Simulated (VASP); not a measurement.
HfO2: single point with PBE

HfO2:

```xyz
3
Lattice="-0.0141 2.5798 2.5546 2.6190 -0.0142 2.5546 2.5705 2.5314 0.0343" Properties=species:S:1:pos:R:3 pbc="T T T"
Hf    0.1506    2.5988    2.5496
O     1.2900    1.3021    1.2728
O     3.7558    3.6997    3.8670
```

```yaml
Program: VASP 6.6.1
Task: single point
Functional: PBE
Potentials_or_basis: VASP PAW PBE potentials, release 64 (Hf_pv, O)
Cutoff: 520 eV
k_mesh: 4 × 4 × 4
Occupations: gaussian, width 0.01 eV
Spin: no spin polarisation
```

```json
{
 "Pressure": "1.4 GPa",
 "Largest force": "3.307 eV/Å",
 "Band gap on the k mesh": "3.75 eV, indirect (least direct gap 3.78 eV)"
}
```

Forces in eV/Å, atoms in the order of the input:
```
Hf  -1.477 -0.966  1.229
O   -0.466 -1.203  0.339
O    1.943  2.169 -1.567
```

Stress tensor (GPa, compression positive):
```
-3.99  5.85 -7.08
 5.85  2.61 -6.59
-7.08 -6.59  5.56
```

Levels at points of the mesh, in eV from the valence-band top:
```tsv
k point	band 7	band 8	band 9	band 10	band 11	band 12	band 13	band 14	band 15	band 16
(0.00, 0.00, 0.00)	-5.33	-5.01	-1.48	-0.90	-0.69	3.86	4.55	5.13	9.05	9.64
(0.50, 0.00, 0.00)	-4.13	-3.14	-2.82	-2.21	-1.79	4.39	4.63	6.00	8.57	9.15
(0.00, 0.50, 0.00)	-4.40	-2.98	-2.72	-2.35	-1.78	4.36	4.78	6.35	8.58	9.03
(0.50, 0.50, 0.00)	-3.79	-3.52	-2.35	-1.37	0.00	3.84	5.15	6.22	6.80	8.39
(0.00, 0.00, 0.50)	-3.84	-3.70	-2.62	-2.40	-2.18	4.43	4.83	5.96	8.07	8.20
(0.50, 0.00, 0.50)	-3.78	-3.48	-2.29	-1.37	-0.04	3.75	5.17	6.10	6.70	8.57
(0.00, 0.50, 0.50)	-3.73	-3.53	-1.88	-1.30	-0.47	3.80	5.19	6.55	7.18	8.39
(0.50, 0.50, 0.50)	-4.54	-3.05	-2.81	-1.85	-1.64	4.45	4.59	5.96	9.16	9.67
```

Run time: 32 s on 1 thread of Intel Xeon 6975P-C (shared host), peak memory 0.17 GiB.

Caveat: the k points lie up to 0.54 Å⁻¹ apart; spin-orbit coupling is left out, which moves the levels of the heavy elements; forces of over 1 eV/Å act on the atoms, so gaps and moduli don't describe the material at rest. A k mesh can miss the band edges.
